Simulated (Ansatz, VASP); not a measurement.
# Two plane-wave programs on Pd

```
Pd
1.0
     2.68760    0.00000    0.00000
    -1.34380    2.32753    0.00000
     0.00000    0.00000    4.46915
Pd
2
Direct
  0.66667 0.33333 0.75000
  0.33333 0.66667 0.25000
```

Change from the starting cell: volume scaled by 0.9, no spin polarisation, PAW files.

Alike in both runs: task single point; functional PBE; k mesh 14 × 14 × 7; occupations fermi-dirac, width 0.05 eV; no spin polarisation.

```csv
,VASP,Ansatz
version,VASP 6.6.1,Ansatz 0.2.0
potentials or method,"VASP PAW PBE potentials, release 64 (Pd)","PAW with Ansatz's default frozen-core files, scalar-relativistic"
plane-wave cutoff (eV),520,420
valence electrons in the cell,20,36
```

|  | VASP | Ansatz | Ansatz less VASP |
| --- | --- | --- | --- |
| pressure (GPa) | 20.4 | 20.9 | +0.44 |
| traceless stress, the component that is largest in VASP (GPa) | 0.52 | 0.58 | +0.060 |

VASP's potentials hold 20 valence electrons a cell and Ansatz's 36, so a difference there can come from the potentials and not from the codes.
